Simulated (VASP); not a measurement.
## C: single point with PBE0

C:

```
C
1.0
     2.11304   -1.22004    0.00000
     2.11304    1.22004    0.00000
    -1.36981    0.00000    3.47932
C
2
Direct
  0.16664 0.16664 0.99991
  0.83336 0.83336 0.00009
```

- Program: VASP 6.6.1
- Task: single point
- Functional: PBE0
- Potentials or basis: VASP PAW PBE potentials, release 64 (C)
- Cutoff: 520 eV
- k mesh: 8 × 8 × 4
- Occupations: fermi-dirac, width 0.05 eV
- Spin: no spin polarisation
- Dipole correction: no
- Grid for exact exchange (PRECFOCK): Normal
- Further INCAR settings: ALGO = Normal; EDIFF = 1e-07; NBANDS = 11
- Share of exact exchange: 0.25

```
Pressure      : 4.3 GPa
Largest force : 0.008 eV/Å
```

Forces in eV/Å, atoms in the order of the input:
```
C   -0.005  0.000  0.007
C    0.005  0.000 -0.007
```

Stress tensor (GPa, compression positive):
```
 5.74  0.00 -0.06
 0.00  5.68  0.00
-0.06  0.00  1.53
```

Run time: 21 min on 1 thread of AMD EPYC 7R43 64-Core Processor (Zen 3) (shared host), peak memory 0.11 GiB.

Caveat: the k points lie up to 0.45 Å⁻¹ apart; this functional lacks dispersion, which binds the layers, so the pressure and a relaxed spacing across them are unreliable; the PAW data sets were made with another functional, which shifts forces and pressure a little.
